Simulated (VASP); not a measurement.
# Zr2B3 (P-6m2) in VASP: notebook

Runs on Zr2B3. Level: PBE. Tasks: single point, relaxation of cell and atoms.

Everything below comes from runs of VASP 6.6.1. Logs are shortened: lines on timing, memory, paths and dates and some standing lists are left out, and cuts for length are marked.

## (1) The cell of the first run

Symmetry: P-6m2, No. 187, hexagonal system. Conventional cell: a = 3.695 Å, b = 3.695 Å, c = 4.538 Å, α = 90.00°, β = 90.00°, γ = 120.00°. Zr (site symmetry -6m2) has 8 B at 2.27 to 2.41 Å within 3.0 Å. Zr (site symmetry -6m2) has 9 B at 2.13 to 2.43 Å within 2.8 Å. B (site symmetry 3m) has 5 B at 2.23 to 2.43 Å and 6 Zr at 2.41 to 2.43 Å within 2.9 Å. Within 2.8 Å of B (site symmetry -6m2) lie 5 Zr at 2.13 to 2.27 Å and 6 B at 2.43 Å.

## (2) Single point, PBE

Input file INCAR:

```
PREC     = Accurate       # precision mode
ENCUT    = 520            # plane-wave cutoff, eV
EDIFF    = 1E-6           # SCF threshold, eV
ISMEAR   = 0              # smearing method
SIGMA    = 0.1            # smearing width, eV
LREAL    = F              # projectors in reciprocal space
LASPH    = T              # aspherical terms in the spheres
NELM     = 80             # most SCF steps
ALGO     = Normal         # electronic algorithm
ISIF     = 2              # what is computed and relaxed
LWAVE    = F              # write WAVECAR
LCHARG   = T              # write CHGCAR
GGA      = PE             # functional
LELF     = T              # ELF
LVHAR    = T            
NBANDS   = 24             # bands
```

Input file KPOINTS:

```
regular mesh
0
Gamma
  6 6 4
```

Input file POSCAR:

```
Zr2B3
1.0
    3.6953243700      0.0000000000      0.0000000000
   -1.8476621900      3.2002447800      0.0000000000
    0.0000000000      0.0000000000      4.5377244200
Zr B
2 3
Direct
    0.6666666700      0.3333333300      0.5000000000
    0.3333333300      0.6666666700      0.0000000000
    0.0000000000      0.0000000000      0.7454000100
    0.0000000000      0.0000000000      0.2545999900
    0.6666666700      0.3333333300      0.0000000000
```

Potentials or basis: VASP PAW PBE potentials, release 64 (Zr_sv, B).

Launch:

```console
> cat potpaw_PBE.64/Zr_sv/POTCAR potpaw_PBE.64/B/POTCAR > POTCAR
> mpirun -np 1 vasp_std > vasp.out
```

OUTCAR:

```text
PREC = Accurate
   ENCUT = 520
   EDIFF = 1E-6
   ISMEAR = 0
   LREAL = F
   LASPH = T
   NELM = 80
   ISIF = 2
   GGA = PE

 ion  position               nearest neighbor table
   1  0.667  0.333  0.500-   5 2.27   5 2.27   3 2.41   4 2.41   3 2.41   4 2.41   3 2.41   4 2.41
                             2 3.11   2 3.11   2 3.11   2 3.11   2 3.11   2 3.11
   2  0.333  0.667  0.000-   5 2.13   5 2.13   5 2.13   3 2.43   4 2.43   4 2.43   3 2.43   4 2.43
                             3 2.43   1 3.11   1 3.11   1 3.11   1 3.11   1 3.11   1 3.11
   3  0.000  0.000  0.745-   1 2.41   1 2.41   1 2.41   2 2.43   2 2.43   2 2.43
   4  0.000  0.000  0.255-   1 2.41   1 2.41   1 2.41   2 2.43   2 2.43   2 2.43
   5  0.667  0.333  0.000-   2 2.13   2 2.13   2 2.13   1 2.27   1 2.27

  LATTYP: Found a hexagonal cell.
 ALAT       =     3.6953243700
 C/A-ratio  =     1.2279637633

  Lattice vectors:

 A1 = (   3.6953243700,   0.0000000000,   0.0000000000)
 A2 = (  -1.8476621900,   3.2002447800,   0.0000000000)
 A3 = (   0.0000000000,   0.0000000000,   4.5377244200)

Analysis of symmetry for initial positions (statically):
=====================================================================
 Subroutine PRICEL returns:
 Original cell was already a primitive cell.

 Routine SETGRP: Setting up the symmetry group for a
 hexagonal supercell.

 Subroutine GETGRP returns: Found 12 space group operations
 (whereof 12 operations were pure point group operations)
 out of a pool of 24 trial point group operations.

The static configuration has the point symmetry D_3h.

Analysis of symmetry for dynamics (positions and initial velocities):
=====================================================================
 Subroutine PRICEL returns:
 Original cell was already a primitive cell.

 Routine SETGRP: Setting up the symmetry group for a
 hexagonal supercell.

 Subroutine GETGRP returns: Found 12 space group operations
 (whereof 12 operations were pure point group operations)
 out of a pool of 24 trial point group operations.

The dynamic configuration has the point symmetry D_3h.

 Subroutine INISYM returns: Found 12 space group operations
 (whereof 12 operations are pure point group operations),
 and found     1 'primitive' translations

----------------------------------------------------------------------------------------

                                     Primitive cell

  volume of cell :      53.6629

  direct lattice vectors                    reciprocal lattice vectors
     3.695324370  0.000000000  0.000000000     0.270612239  0.156238049  0.000000000
    -1.847662190  3.200244780  0.000000000     0.000000000  0.312476098  0.000000000
     0.000000000  0.000000000  4.537724420     0.000000000  0.000000000  0.220374775

  length of vectors
     3.695324370  3.695324373  4.537724420     0.312476098  0.312476098  0.220374775

  position of ions in fractional coordinates (direct lattice)
     0.666666670  0.333333330  0.500000000
     0.333333330  0.666666670  0.000000000
     0.000000000  0.000000000  0.745400010
     0.000000000  0.000000000  0.254599990
     0.666666670  0.333333330  0.000000000

  ion indices of the primitive-cell ions
   primitive index   ion index
                 1           1
                 2           2
                 3           3
                 4           4
                 5           5

----------------------------------------------------------------------------------------

 KPOINTS: regular mesh

Automatic generation of k-mesh.
 Grid dimensions read from file:
 generate k-points for:    6    6    4

 Generating k-lattice:

  Cartesian coordinates                     Fractional coordinates (reciprocal lattice)
     0.045102040  0.026039675  0.000000000     0.166666667  0.000000000  0.000000000
     0.000000000  0.052079350  0.000000000     0.000000000  0.166666667  0.000000000
     0.000000000  0.000000000  0.055093694     0.000000000  0.000000000  0.250000000

  Length of vectors
     0.052079350  0.052079350  0.055093694

  Shift w.r.t. Gamma in fractional coordinates (k-lattice)
     0.000000000  0.000000000  0.000000000

 Subroutine IBZKPT returns following result:
 ===========================================

 Found     21 irreducible k-points:

 Following reciprocal coordinates:
            Coordinates               Weight
  0.000000  0.000000  0.000000      1.000000
  0.166667  0.000000  0.000000      6.000000
  0.333333  0.000000  0.000000      6.000000
  0.500000  0.000000  0.000000      3.000000
  0.166667  0.166667  0.000000      6.000000
  0.333333  0.166667  0.000000     12.000000
[... 13 lines left out ...]
  0.333333  0.166667  0.500000     12.000000
  0.333333  0.333333  0.500000      2.000000
   k-points           NKPTS =     21   k-points in BZ     NKDIM =     21   number of bands    NBANDS=     24
   number of dos      NEDOS =    301   number of ions     NIONS =      5
   total plane-waves  NPLWV =  28224
   dimension x,y,z NGX =    28 NGY =   28 NGZ =   36
   dimension x,y,z NGXF=    56 NGYF=   56 NGZF=   72
   ions per type =               2   3
   NGX,Y,Z   is equivalent  to a cutoff of  12.60, 12.60, 13.19 a.u.
   NGXF,Y,Z  is equivalent  to a cutoff of  25.19, 25.19, 26.38 a.u.
 SYSTEM =  unknown system
   PREC   = accura    normal or accurate (medium, high low for compatibility)
   ISTART =      0    job   : 0-new  1-cont  2-samecut
   ICHARG =      2    charge: 1-file 2-atom 10-const
   ISPIN  =      1    spin polarized calculation?
   LNONCOLLINEAR =      F non collinear calculations
   LSORBIT =      F    spin-orbit coupling
   LASPH  =      T    aspherical Exc in radial PAW
   ENCUT  =  520.0 eV  38.22 Ry    6.18 a.u.   6.87  6.87  8.44*2*pi/ulx,y,z
   NELM   =     80;   NELMIN=  2; NELMDL= -5     # of ELM steps
   EDIFF  = 0.1E-05   stopping-criterion for ELM
   LREAL  =      F    real-space projection
   EDIFFG = 0.1E-04   stopping-criterion for IOM
   NSW    =      0    number of steps for IOM
   IBRION =     -1    ionic relax: 0-MD 1-quasi-New 2-CG
   NFREE  =      0    steps in history (QN), initial steepest desc. (CG)
   ISIF   =      2    stress and relaxation
   ISYM   =      2    0-nonsym 1-usesym 2-fastsym
   POTIM  = 0.5000    time-step for ionic-motion
   TEBEG  =    0.0;   TEEND  =   0.0 temperature during run
   PSTRESS=    0.0 pullay stress
   NELECT =      33.0000    total number of electrons
   NUPDOWN=      -1.0000    fix difference up-down
   EMIN   =  10.00;   EMAX   =-10.00  energy-range for DOS
   EFERMI =   0.00;   METHOD = LEGACY
   ISMEAR =     0;   SIGMA  =   0.10  broadening in eV -4-tet -1-fermi 0-gaus
   EFERMI_NEDOS =   21; number of points for ismear=-14 and -15
   IALGO  =     38    algorithm
   IMIX   =      4    mixing-type and parameters
     AMIX     =   0.40;   BMIX     =  1.00
     AMIX_MAG =   1.60;   BMIX_MAG =  1.00
  volume/ion in A,a.u.               =      10.73        72.43
  Fermi-wavevector in a.u.,A,eV,Ry     =   1.392157  2.630795 26.369463  1.938101
  Thomas-Fermi vector in A             =   2.515927
   LORBIT       =      0    0 simple, 1 ext, 2 COOP (PROOUT), +10 PAW based schemes
   GGA     = PE    functional components
   LHFCALC =     F    Hartree Fock is set to
   AEXX    =    0.0000 exact exchange contribution
   IVDW    =     0    specifies the selected vdW correction
   LEPSILON=     F    determine dielectric tensor
   LRPA    =     F    only Hartree local field effects (RPA)
 non-spin polarized calculation
 Gauss-broadening in eV      SIGMA  =   0.10
  energy-cutoff  :      520.00
  volume of cell :       53.66
 maximum number of plane-waves:      1479
 NGX is ok and might be reduce to    28
   NGX = 13   NGY = 13   NGZ = 17

 number of electron      33.0000000 magnetization

 Free energy of the ion-electron system (eV)
  ---------------------------------------------------
  ext. energy  EPLUGINS =         0.00000000
  ---------------------------------------------------
  free energy    TOTEN  =       -35.08767430 eV

  energy without entropy =      -35.06463185  energy(sigma->0) =      -35.07615307

 E-fermi :  10.9908     XC(G=0): -12.5350

 val. band max:       10.9753211421   @ k =   0.3333   0.1667   0.2500
 cond. band min:      10.9963355023   @ k =   0.0000   0.0000   0.0000
 fundamental gap:      0.0210143603
 Fermi energy:        10.9907989662

 k-point     1 :       0.0000    0.0000    0.0000
  band No.  band energies     occupation
      1     -37.1033      2.00000
      2     -36.8478      2.00000
      3     -15.8475      2.00000
      4     -15.4594      2.00000
      5     -15.4594      2.00000
      6     -14.9652      2.00000
[... 16 lines left out ...]
     23      16.2590      0.00000
     24      18.4248      0.00000

 k-point     2 :       0.1667    0.0000    0.0000
  band No.  band energies     occupation
      1     -37.0852      2.00000
      2     -36.8552      2.00000
      3     -15.7747      2.00000
      4     -15.5587      2.00000
      5     -15.5099      2.00000
      6     -15.0418      2.00000
[... 16 lines left out ...]
     23      16.5470      0.00000
     24      17.0890      0.00000

 k-point     3 :       0.3333    0.0000    0.0000
  band No.  band energies     occupation
      1     -37.0432      2.00000
      2     -36.8758      2.00000
      3     -15.7558      2.00000
      4     -15.6017      2.00000
      5     -15.5903      2.00000
      6     -15.1837      2.00000
[... 16 lines left out ...]
     23      16.0911      0.00000
     24      16.6234      0.00000
[... 433 lines left out ...]
 k-point    20 :       0.3333    0.1667    0.5000
  band No.  band energies     occupation
      1     -37.0021      2.00000
      2     -36.9056      2.00000
      3     -16.0730      2.00000
      4     -15.6078      2.00000
      5     -15.5920      2.00000
      6     -15.1674      2.00000
[... 16 lines left out ...]
     23      16.7934      0.00000
     24      17.1618      0.00000

 k-point    21 :       0.3333    0.3333    0.5000
  band No.  band energies     occupation
      1     -36.9989      2.00000
      2     -36.9030      2.00000
      3     -16.0678      2.00000
      4     -15.6971      2.00000
      5     -15.6030      2.00000
      6     -15.2501      2.00000
[... 16 lines left out ...]
     23      17.6909      0.00000
     24      18.0017      0.00000

------------------------ aborting loop because EDIFF is reached ----------------------------------------

  FORCE on cell =-STRESS in cart. coord.  units (eV):
  Direction    XX          YY          ZZ          XY          YZ          ZX
  --------------------------------------------------------------------------------------
  -------------------------------------------------------------------------------------
  Total       12.5220899     12.5220900     15.6291299     -0.0000000     -0.0000000      0.0000000
  in kB      373.8638898    373.8638899    466.6287600     -0.0000006     -0.0000000      0.0000000
  external PRESSURE =     404.7855132 kB  Pullay stress =       0.0000000 kB

 VOLUME and BASIS-vectors are now :
 -----------------------------------------------------------------------------
  energy-cutoff  :      520.00
  volume of cell :       53.66
      direct lattice vectors                 reciprocal lattice vectors
     3.695324370  0.000000000  0.000000000     0.270612239  0.156238049  0.000000000
    -1.847662190  3.200244780  0.000000000     0.000000000  0.312476098  0.000000000
     0.000000000  0.000000000  4.537724420     0.000000000  0.000000000  0.220374775

 POSITION                                       TOTAL-FORCE (eV/Angst)
 -----------------------------------------------------------------------------------
      1.84766      1.06675      2.26886         0.000000     -0.000000      0.000000
     -0.00000      2.13350      0.00000        -0.000000      0.000000      0.000000
      0.00000      0.00000      3.38242        -0.000000      0.000000     -1.151627
      0.00000      0.00000      1.15530        -0.000000      0.000000      1.151627
      1.84766      1.06675      0.00000        -0.000000      0.000000      0.000000
 -----------------------------------------------------------------------------------
    total drift:                               -0.000003      0.000002     -0.000000

  FREE ENERGIE OF THE ION-ELECTRON SYSTEM (eV)
  ---------------------------------------------------
  free  energy   TOTEN  =       -35.0876742993 eV

  energy  without entropy=      -35.0646318497  energy(sigma->0) =      -35.07615307
```

Run time: 31 s. Hardware: 1 thread of AMD EPYC 7R43 (Zen 3), shared host; peak memory 0.14 GiB.

Results:

```yaml
Free_energy: -35.0877 eV
Pressure: 40.5 GPa
Largest_force: 1.152 eV/Å
```

Forces in eV/Å, atoms in the order of the input:
```
Zr   0.000  0.000  0.000
Zr   0.000  0.000  0.000
B    0.000  0.000 -1.152
B    0.000  0.000  1.152
B    0.000  0.000  0.000
```

Stress tensor (GPa, compression positive):
```
37.39  0.00  0.00
 0.00 37.39  0.00
 0.00  0.00 46.66
```

Levels at points of the mesh, in eV from the Fermi level:
| k point | band 13 | band 14 | band 15 | band 16 | band 17 | band 18 | band 19 | band 20 | band 21 | band 22 |
| --- | --- | --- | --- | --- | --- | --- | --- | --- | --- | --- |
| (0.00, 0.00, 0.00) | -4.09 | -1.51 | -0.95 | -0.95 | -0.44 | -0.44 | 0.01 | 0.01 | 1.68 | 3.07 |
| (0.50, 0.00, 0.00) | -3.22 | -3.15 | -2.49 | -2.37 | -0.18 | 0.04 | 2.82 | 3.35 | 3.76 | 5.30 |
| (0.00, 0.00, 0.50) | -3.77 | -3.03 | -3.03 | -1.83 | 0.61 | 3.04 | 3.04 | 3.24 | 3.24 | 3.78 |
| (0.50, 0.00, 0.50) | -3.42 | -2.14 | -1.97 | -1.95 | 0.15 | 0.34 | 1.37 | 2.50 | 2.56 | 3.17 |

Caveat: forces of over 1 eV/Å act on the atoms, so gaps and moduli don't describe the material at rest.

## (3) Single point, PBE

This run uses another cell than the first one, of 13.14 Å³/atom, 1.224 times its volume.

Input file INCAR:

```
SYSTEM = Zr2B3
PREC     = Accurate       ! precision mode
ENCUT    = 520            ! plane-wave cutoff, eV
EDIFF    = 1E-6           ! SCF threshold, eV
ISMEAR   = 0              ! smearing method
SIGMA    = 0.1            ! smearing width, eV
LREAL    = .False.        ! projectors in reciprocal space
LASPH    = .True.         ! aspherical terms in the spheres
NELM     = 80             ! most SCF steps
ALGO     = Normal         ! electronic algorithm
ISIF     = 2              ! what is computed and relaxed
LWAVE    = .False.        ! write WAVECAR
LCHARG   = .True.         ! write CHGCAR
GGA      = PE             ! functional
LELF     = .True.         ! ELF
LVHAR    = .True.       
NBANDS   = 24             ! bands
```

Input file KPOINTS:

```
regular mesh
0
Gamma
  6 6 4
  0 0 0
```

Input file POSCAR:

```
Zr2B3
1.0
    3.9030660932      0.0000000030      0.0000000000
   -1.9515330493      3.3801543879      0.0000000000
    0.0000000000      0.0000000000      4.9793765227
Zr B
2 3
Direct
    0.6666666667      0.3333333333      0.5000000000
    0.3333333333      0.6666666667      0.0000000000
    0.0000000000      0.0000000000      0.6743147072
    0.0000000000      0.0000000000      0.3256852928
    0.6666666667      0.3333333333      0.0000000000
```

Potentials or basis: VASP PAW PBE potentials, release 64 (Zr_sv, B).

Launch:

```console
> cat potpaw_PBE.64/Zr_sv/POTCAR potpaw_PBE.64/B/POTCAR > POTCAR
> mpirun -np 1 vasp_std > vasp.out
```

It took 40 s on 1 thread of AMD EPYC 7R43 (Zen 3), shared host; peak memory 0.15 GiB.

It converged, with:

- Free energy: -37.0314 eV
- Pressure: 0.1 GPa
- Largest force: 0.010 eV/Å

Forces on the atoms (eV/Å):
```
Zr   0.000  0.000  0.000
Zr   0.000  0.000  0.000
B    0.000  0.000  0.010
B    0.000  0.000 -0.010
B    0.000  0.000  0.000
```

Levels at points of the mesh, in eV from the Fermi level:
```csv
k point,band 14,band 15,band 16,band 17,band 18,band 19
"(0.00, 0.00, 0.00)",-1.63,-1.63,0.10,0.33,0.33,0.93
"(0.50, 0.00, 0.00)",-1.88,-1.85,-1.73,0.08,0.75,1.80
"(0.00, 0.00, 0.50)",-3.01,-3.01,-1.87,2.23,2.40,2.40
"(0.50, 0.00, 0.50)",-2.02,-1.79,-0.80,0.28,0.42,1.07
```

[end of part 1 of 2]
